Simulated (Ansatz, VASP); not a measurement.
One calculation of SnS, two programs

File POSCAR:

```
SnS
1.0
    4.2790516400      0.0000000000      0.0000000000
    0.0000000000     11.0484520400      0.0000000000
    0.0000000000      0.0000000000      3.9331698700
Sn S
4 4
Direct
    0.1150000000      0.1180000000      0.2500000000
    0.8850000000      0.8820000000      0.7500000000
    0.6150000000      0.3820000000      0.7500000000
    0.3850000000      0.6180000000      0.2500000000
    0.4780000000      0.8500000000      0.2500000000
    0.5220000000      0.1500000000      0.7500000000
    0.9780000000      0.6500000000      0.7500000000
    0.0220000000      0.3500000000      0.2500000000
```

Contents of INCAR.step1:

```
SYSTEM = SnS
ALGO     = Normal         ! electronic algorithm
EDIFF    = 1E-5           ! SCF threshold, eV
ENCUT    = 550            ! plane-wave cutoff, eV
GGA      = PE             ! functional
GGA_COMPAT= .FALSE.      
ISMEAR   = -1             ! smearing method
LASPH    = .TRUE.         ! aspherical terms in the spheres
LCHARG   = .FALSE.        ! write CHGCAR
LREAL    = .FALSE.        ! projectors in reciprocal space
LWAVE    = .TRUE.         ! write WAVECAR
NBANDS   = 50             ! bands
NELM     = 120            ! most SCF steps
PREC     = Accurate       ! precision mode
SIGMA    = 0.1            ! smearing width, eV
```

The input INCAR.step2:

```
SYSTEM = SnS
ALGO     = Normal         ! electronic algorithm
EDIFF    = 1E-6           ! SCF threshold, eV
ENCUT    = 550            ! plane-wave cutoff, eV
GGA_COMPAT= .FALSE.      
ISIF     = 2              ! what is computed and relaxed
ISMEAR   = -1             ! smearing method
ISTART   = 1            
LASPH    = .TRUE.         ! aspherical terms in the spheres
LCHARG   = .TRUE.         ! write CHGCAR
LELF     = .TRUE.         ! ELF
LMIXTAU  = .TRUE.       
LREAL    = .FALSE.        ! projectors in reciprocal space
LVHAR    = .TRUE.       
LWAVE    = .FALSE.        ! write WAVECAR
METAGGA  = R2SCAN         ! meta-GGA
NBANDS   = 50             ! bands
NELM     = 120            ! most SCF steps
PREC     = Accurate       ! precision mode
SIGMA    = 0.1            ! smearing width, eV
```

The input KPOINTS:

```
k-points
0
G
  6 3 7
  0 0 0
```

Input for Ansatz:

```yaml
crystal:
  lattice:
    - [4.27905164, 0.0, 0.0]
    - [0.0, 11.04845204, 0.0]
    - [0.0, 0.0, 3.93316987]
  atoms:
    - { symbol: Sn, position: [0.115, 0.118, 0.25] }
    - { symbol: Sn, position: [0.885, 0.882, 0.75] }
    - { symbol: Sn, position: [0.615, 0.382, 0.75] }
    - { symbol: Sn, position: [0.385, 0.618, 0.25] }
    - { symbol: S, position: [0.478, 0.85, 0.25] }
    - { symbol: S, position: [0.522, 0.15, 0.75] }
    - { symbol: S, position: [0.978, 0.65, 0.75] }
    - { symbol: S, position: [0.022, 0.35, 0.25] }
  symmetry: { tolerance: 0.0003 }
kpoints:
  mp_grid: { grid: [6, 3, 7], shift: [0, 0, 0] }
  band_path:
    path:
      - [0.0, 0.0, 0.0]
      - [0.0, 0.5, 0.0]
      - [0.0, 0.5, 0.5]
      - [0.0, 0.0, 0.5]
      - [0.0, 0.0, 0.0]
      - [0.5, 0.0, 0.0]
      - [0.5, 0.5, 0.0]
      - [0.5, 0.5, 0.5]
      - [0.5, 0.0, 0.5]
      - [0.5, 0.0, 0.0]
      - [0.0, 0.5, 0.0]
    npoints: 6
magnetization:
  spin_polarized: false
scf:
  occupations: { method: fermi_dirac }
  lower_state_search: "off"
  max_iter: 200
hamiltonian:
  pseudopotentials: { kind: paw }
  xc: r2scan
basis:
  ecutwfc: 500
  fft_grid_basis: typed
output:
  forces: true
  stress: true
  eigenvalues: true
  bader: true
  populations: true
  elf: true
  write_potential: true
  volumetric_format: npy
  dos:
    e_range: [-12, 8]
    de: 0.05
    projected: { site_lists: { S: [S], Sn: [Sn] } }
checkpoint:
  read: saved_state
```

Alike in both runs: task single point; functional r2SCAN; k mesh 6 × 3 × 7; no spin polarisation.

|  | VASP | Ansatz |
| --- | --- | --- |
| version | VASP 6.6.1 | Ansatz 0.2.0 |
| potentials or method | VASP PAW PBE potentials, release 64 (Sn_d, S), cutoff 550 eV | PAW plane waves |
| occupations | fermi-dirac, width 0.1 eV | fermi-dirac |
| valence electrons in the cell | 80 | 80 |

Ansatz gave:

- pressure (GPa): 3.3
- traceless stress, the component that is largest in VASP (GPa): 0.48
- rms of the force components (eV/Å): 0.071

Task: Estimate VASP's values.

Result: Pressure (GPa): 3.3; traceless stress, the component that is largest in VASP (GPa): 0.47; rms of the force components (eV/Å): 0.071.

VASP's potentials were made for PBE, not for r2SCAN. Atom by atom the forces differ by 0.006 eV/Å (rms over components).
